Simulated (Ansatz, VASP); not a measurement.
# Two plane-wave programs on Ge

```
CELL_PARAMETERS angstrom
3.99594 0.00000 0.00000
-1.99797 3.46059 0.00000
0.00000 0.00000 6.60200
ATOMIC_POSITIONS crystal
Ge 0.33333 0.66667 0.06296
Ge 0.66667 0.33333 0.56296
Ge 0.33333 0.66667 0.43704
Ge 0.66667 0.33333 0.93704
```

Alike in both runs: task single point; functional r2SCAN; k mesh 12 × 12 × 6; occupations gaussian, width 0.01 eV; no spin polarisation.

|  | VASP | Ansatz |
| --- | --- | --- |
| version | VASP 6.6.1 | Ansatz 0.2.0 |
| potentials or method | VASP PAW PBE potentials, release 64 (Ge_d), cutoff 520 eV | scalar-relativistic, plane waves, PAW |
| valence electrons in the cell | 56 | 56 |

|  | VASP | Ansatz | Ansatz less VASP |
| --- | --- | --- | --- |
| gap on the k mesh at the Fermi level (eV) | 0.07 | 0.10 | +0.021 |
| least direct gap on the mesh (eV) | 0.07 | 0.10 | +0.021 |
| pressure (GPa) | 0.0 | 0.0 | -0.04 |
| rms of the force components (eV/Å) | 0.003 | 0.000 | -0.0031 |

VASP's potentials were made for PBE, not for r2SCAN. Atom by atom the forces differ by 0.003 eV/Å (rms over components). The functional is the same, so the differences come from potentials, cutoffs and numerics.
